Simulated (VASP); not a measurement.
# CaSe (Fm-3m) in VASP: notebook, part 2 of 3

VASP 6.6.1. The steps go on from the part before.

### 3 Single point, LDA

This run uses another cell than the first one, of 24.27 Å³/atom.

Contents of INCAR:

```
  PREC = Accurate
  ENCUT = 500
  EDIFF = 1E-6
  ISMEAR = 0
  SIGMA = 0.02
  LREAL = False
  LASPH = True
  NELM = 120
  ALGO = Normal
  ISIF = 2
  LWAVE = False
  LCHARG = False
  NBANDS = 15
  GGA_COMPAT = False
```

Contents of KPOINTS:

```
regular mesh
0
Gamma
  8 8 8
```

Contents of POSCAR:

```
CaSe
1.0
    0.0000000000      2.8951827334      2.8951827334
    2.8951827334      0.0000000000      2.8951827334
    2.8951827334      2.8951827334      0.0000000000
Ca Se
1 1
Direct
    0.0000000000      0.0000000000      0.0000000000
    0.5000000000      0.5000000000      0.5000000000
```

Potentials or basis: VASP PAW LDA potentials, release 64 (Ca_sv, Se).

Started as:

```bash
cat potpaw_LDA.64/Ca_sv/POTCAR potpaw_LDA.64/Se/POTCAR > POTCAR
mpirun -np 1 vasp_std > vasp.out
```

OUTCAR:

```text
PREC = Accurate
   ENCUT = 500
   EDIFF = 1E-6
   ISMEAR = 0
   LREAL = False
   LASPH = True
   NELM = 120
   ISIF = 2

 ion  position               nearest neighbor table
   1  0.000  0.000  0.000-   2 2.90   2 2.90   2 2.90   2 2.90   2 2.90   2 2.90
   2  0.500  0.500  0.500-   1 2.90   1 2.90   1 2.90   1 2.90   1 2.90   1 2.90

  LATTYP: Found a face centered cubic cell.
 ALAT       =     5.7903654668

  Lattice vectors:

 A1 = (   0.0000000000,   2.8951827334,   2.8951827334)
 A2 = (   2.8951827334,   0.0000000000,   2.8951827334)
 A3 = (   2.8951827334,   2.8951827334,   0.0000000000)

Analysis of symmetry for initial positions (statically):
=====================================================================
 Subroutine PRICEL returns:
 Original cell was already a primitive cell.

 Routine SETGRP: Setting up the symmetry group for a
 face centered cubic supercell.

 Subroutine GETGRP returns: Found 48 space group operations
 (whereof 48 operations were pure point group operations)
 out of a pool of 48 trial point group operations.

The static configuration has the point symmetry O_h .

Analysis of symmetry for dynamics (positions and initial velocities):
=====================================================================
 Subroutine PRICEL returns:
 Original cell was already a primitive cell.

 Routine SETGRP: Setting up the symmetry group for a
 face centered cubic supercell.

 Subroutine GETGRP returns: Found 48 space group operations
 (whereof 48 operations were pure point group operations)
 out of a pool of 48 trial point group operations.

The dynamic configuration has the point symmetry O_h .

 Subroutine INISYM returns: Found 48 space group operations
 (whereof 48 operations are pure point group operations),
 and found     1 'primitive' translations

----------------------------------------------------------------------------------------

                                     Primitive cell

  volume of cell :      48.5353

  direct lattice vectors                    reciprocal lattice vectors
     0.000000000  2.895182733  2.895182733    -0.172700671  0.172700671  0.172700671
     2.895182733  0.000000000  2.895182733     0.172700671 -0.172700671  0.172700671
     2.895182733  2.895182733  0.000000000     0.172700671  0.172700671 -0.172700671

  length of vectors
     4.094406687  4.094406687  4.094406687     0.299126336  0.299126336  0.299126336

  position of ions in fractional coordinates (direct lattice)
     0.000000000  0.000000000  0.000000000
     0.500000000  0.500000000  0.500000000

  ion indices of the primitive-cell ions
   primitive index   ion index
                 1           1
                 2           2

----------------------------------------------------------------------------------------

 KPOINTS: regular mesh

Automatic generation of k-mesh.
 Grid dimensions read from file:
 generate k-points for:    8    8    8

 Generating k-lattice:

  Cartesian coordinates                     Fractional coordinates (reciprocal lattice)
    -0.021587584  0.021587584  0.021587584     0.125000000  0.000000000  0.000000000
     0.021587584 -0.021587584  0.021587584     0.000000000  0.125000000  0.000000000
     0.021587584  0.021587584 -0.021587584     0.000000000  0.000000000  0.125000000

  Length of vectors
     0.037390792  0.037390792  0.037390792

  Shift w.r.t. Gamma in fractional coordinates (k-lattice)
[... 38 lines left out ...]
   dimension x,y,z NGXF=    60 NGYF=   60 NGZF=   60
   ions per type =               1   1
   NGX,Y,Z   is equivalent  to a cutoff of  12.18, 12.18, 12.18 a.u.
   NGXF,Y,Z  is equivalent  to a cutoff of  24.36, 24.36, 24.36 a.u.
 SYSTEM =  unknown system
   PREC   = accura    normal or accurate (medium, high low for compatibility)
   ISTART =      0    job   : 0-new  1-cont  2-samecut
   ICHARG =      2    charge: 1-file 2-atom 10-const
   ISPIN  =      1    spin polarized calculation?
   LNONCOLLINEAR =      F non collinear calculations
   LSORBIT =      F    spin-orbit coupling
   LASPH  =      T    aspherical Exc in radial PAW
   ENCUT  =  500.0 eV  36.75 Ry    6.06 a.u.   7.47  7.47  7.47*2*pi/ulx,y,z
   NELM   =    120;   NELMIN=  2; NELMDL= -5     # of ELM steps
   EDIFF  = 0.1E-05   stopping-criterion for ELM
   LREAL  =      F    real-space projection
   EDIFFG = 0.1E-04   stopping-criterion for IOM
   NSW    =      0    number of steps for IOM
   IBRION =     -1    ionic relax: 0-MD 1-quasi-New 2-CG
   NFREE  =      0    steps in history (QN), initial steepest desc. (CG)
   ISIF   =      2    stress and relaxation
   ISYM   =      2    0-nonsym 1-usesym 2-fastsym
   POTIM  = 0.5000    time-step for ionic-motion
   TEBEG  =    0.0;   TEEND  =   0.0 temperature during run
   PSTRESS=    0.0 pullay stress
   NELECT =      16.0000    total number of electrons
   NUPDOWN=      -1.0000    fix difference up-down
   EMIN   =  10.00;   EMAX   =-10.00  energy-range for DOS
   EFERMI =   0.00;   METHOD = LEGACY
   ISMEAR =     0;   SIGMA  =   0.02  broadening in eV -4-tet -1-fermi 0-gaus
   EFERMI_NEDOS =   21; number of points for ismear=-14 and -15
   IALGO  =     38    algorithm
   IMIX   =      4    mixing-type and parameters
     AMIX     =   0.40;   BMIX     =  1.00
     AMIX_MAG =   1.60;   BMIX_MAG =  1.00
  volume/ion in A,a.u.               =      24.27       163.77
  Fermi-wavevector in a.u.,A,eV,Ry     =   1.130912  2.137114 17.401337  1.278962
  Thomas-Fermi vector in A             =   2.267610
   LORBIT       =      0    0 simple, 1 ext, 2 COOP (PROOUT), +10 PAW based schemes
   GGA     = CA    functional components
   LHFCALC =     F    Hartree Fock is set to
   AEXX    =    0.0000 exact exchange contribution
   IVDW    =     0    specifies the selected vdW correction
   LEPSILON=     F    determine dielectric tensor
   LRPA    =     F    only Hartree local field effects (RPA)
 non-spin polarized calculation
 Gauss-broadening in eV      SIGMA  =   0.02
  energy-cutoff  :      500.00
  volume of cell :       48.54
 maximum number of plane-waves:      1249
 NGX is ok and might be reduce to    30
   NGX = 15   NGY = 15   NGZ = 15

 number of electron      15.9999999 magnetization

 Free energy of the ion-electron system (eV)
  ---------------------------------------------------
  ext. energy  EPLUGINS =         0.00000000
  ---------------------------------------------------
  free energy    TOTEN  =       -10.58342358 eV

  energy without entropy =      -10.58342358  energy(sigma->0) =      -10.58342358

 E-fermi :   3.0325     XC(G=0):  -9.7678

 val. band max:        2.8196310531   @ k =   0.0000   0.0000   0.0000
 cond. band min:       4.5147285776   @ k =   0.5000   0.5000   0.0000
 fundamental gap:      1.6950975245
 Fermi energy:         3.0324978828

 k-point     1 :       0.0000    0.0000    0.0000
  band No.  band energies     occupation
      1     -36.2769      2.00000
      2     -17.5801      2.00000
      3     -17.5801      2.00000
      4     -17.5801      2.00000
      5      -9.2512      2.00000
      6       2.8196      2.00000
      7       2.8196      2.00000
      8       2.8196      2.00000
      9       6.2827      0.00000
     10       6.3289      0.00000
     11       6.3289      0.00000
     12       6.3289      0.00000
     13       7.0051      0.00000
     14       7.0051      0.00000
[... 401 lines left out ...]
      2     -17.7142      2.00000
      3     -17.6262      2.00000
      4     -17.6034      2.00000
      5      -8.4430      2.00000
      6      -0.2777      2.00000
      7       1.0133      2.00000
      8       1.4238      2.00000
      9       7.2177      0.00000
     10       7.5028      0.00000
     11       8.5629      0.00000
     12       8.9341      0.00000
     13       9.3037      0.00000
     14      10.2021      0.00000
     15      11.7698      0.00000

 [... further k-points ...]

------------------------ aborting loop because EDIFF is reached ----------------------------------------

  FORCE on cell =-STRESS in cart. coord.  units (eV):
  Direction    XX          YY          ZZ          XY          YZ          ZX
  --------------------------------------------------------------------------------------
  -------------------------------------------------------------------------------------
  Total        0.0951316      0.0951316      0.0951316      0.0000000      0.0000000     -0.0000000
  in kB        3.1403455      3.1403455      3.1403455      0.0000000      0.0000000     -0.0000000
  external PRESSURE =       3.1403455 kB  Pullay stress =       0.0000000 kB

 VOLUME and BASIS-vectors are now :
 -----------------------------------------------------------------------------
  energy-cutoff  :      500.00
  volume of cell :       48.54
      direct lattice vectors                 reciprocal lattice vectors
     0.000000000  2.895182733  2.895182733    -0.172700671  0.172700671  0.172700671
     2.895182733  0.000000000  2.895182733     0.172700671 -0.172700671  0.172700671
     2.895182733  2.895182733  0.000000000     0.172700671  0.172700671 -0.172700671

 POSITION                                       TOTAL-FORCE (eV/Angst)
 -----------------------------------------------------------------------------------
      0.00000      0.00000      0.00000         0.000000      0.000000     -0.000000
      2.89518      2.89518      2.89518        -0.000000     -0.000000      0.000000
 -----------------------------------------------------------------------------------
    total drift:                               -0.000000      0.000000      0.000000

  FREE ENERGIE OF THE ION-ELECTRON SYSTEM (eV)
  ---------------------------------------------------
  free  energy   TOTEN  =       -10.5834235805 eV

  energy  without entropy=      -10.5834235805  energy(sigma->0) =      -10.58342358
```

OSZICAR:

```text
N       E                     dE             d eps       ncg     rms          rms(c)
DAV:   1     0.105453277729E+03    0.10545E+03   -0.73596E+03   870   0.963E+02
DAV:   2    -0.644819087046E+01   -0.11190E+03   -0.10613E+03  1080   0.244E+02
DAV:   3    -0.105782888094E+02   -0.41301E+01   -0.40962E+01  1130   0.460E+01
DAV:   4    -0.107752227277E+02   -0.19693E+00   -0.19682E+00  1291   0.815E+00
DAV:   5    -0.107763781520E+02   -0.11554E-02   -0.11554E-02  1067   0.697E-01    0.440E+00
DAV:   6    -0.106158120867E+02    0.16057E+00   -0.17223E-01  1059   0.226E+00    0.259E+00
DAV:   7    -0.105851320547E+02    0.30680E-01   -0.79857E-02  1114   0.190E+00    0.779E-01
DAV:   8    -0.105834635576E+02    0.16685E-02   -0.80436E-03  1031   0.730E-01    0.103E-01
DAV:   9    -0.105834132976E+02    0.50260E-04   -0.49609E-04  1077   0.244E-01    0.390E-02
DAV:  10    -0.105834230648E+02   -0.97671E-05   -0.91477E-05  1060   0.579E-02    0.175E-02
DAV:  11    -0.105834235805E+02   -0.51577E-06   -0.95796E-06  1082   0.270E-02
   1 F= -.10583424E+02 E0= -.10583424E+02  d E =-.419822E-53
```

Wall time 7.3 s (1 thread of Intel Xeon 6975P-C (Granite Rapids), shared host); peak memory 0.15 GiB.

Results:

| Item | Value |
| --- | --- |
| Free energy | -10.5834 eV |
| Pressure | 0.3 GPa |
| Band gap on the k mesh | 1.70 eV (least direct gap 2.70 eV) |

### 4 Single point, LDA

This run uses another cell than the first one, of 24.27 Å³/atom.

Contents of INCAR:

```
SYSTEM = CaSe
  ALGO = Normal
  EDIFF = 1E-6
  ENCUT = 500
  GGA = CA
  GGA_COMPAT = .FALSE.
  ISIF = 2
  ISMEAR = 0
  LASPH = .TRUE.
  LCHARG = .TRUE.
  LELF = .TRUE.
  LREAL = .FALSE.
  LVHAR = .TRUE.
  LWAVE = .FALSE.
  NBANDS = 15
  NELM = 120
  PREC = Accurate
  SIGMA = 0.02
```

Contents of KPOINTS:

```
k-points
0
G
  8 8 8
  0 0 0
```

POSCAR is that of step 3.

Started as:

```bash
cat potpaw_LDA.64/Ca_sv/POTCAR potpaw_LDA.64/Se/POTCAR > POTCAR
mpirun -np 1 vasp_std > vasp.out
```

It took 7.9 s on 1 thread of Intel Xeon 6975P-C (Granite Rapids), shared host; peak memory 0.15 GiB.

The run converged. Its results:

```yaml
Free_energy: -10.5834 eV
Pressure: 0.3 GPa
Band_gap_on_the_k_mesh: 1.70 eV (least direct gap 2.70 eV)
```

Levels at points of the mesh, in eV from the valence-band top:
| k point | band 5 | band 6 | band 7 | band 8 | band 9 | band 10 | band 11 | band 12 |
| --- | --- | --- | --- | --- | --- | --- | --- | --- |
| (0.00, 0.00, 0.00) | -12.07 | 0.00 | 0.00 | 0.00 | 3.46 | 3.51 | 3.51 | 3.51 |
| (0.50, 0.00, 0.00) | -11.23 | -3.60 | -1.38 | -1.38 | 4.48 | 5.49 | 5.50 | 5.50 |
| (0.50, 0.50, 0.00) | -11.42 | -2.71 | -1.00 | -1.00 | 1.70 | 5.03 | 5.13 | 6.10 |

(Part 2 of 3 ends here.)
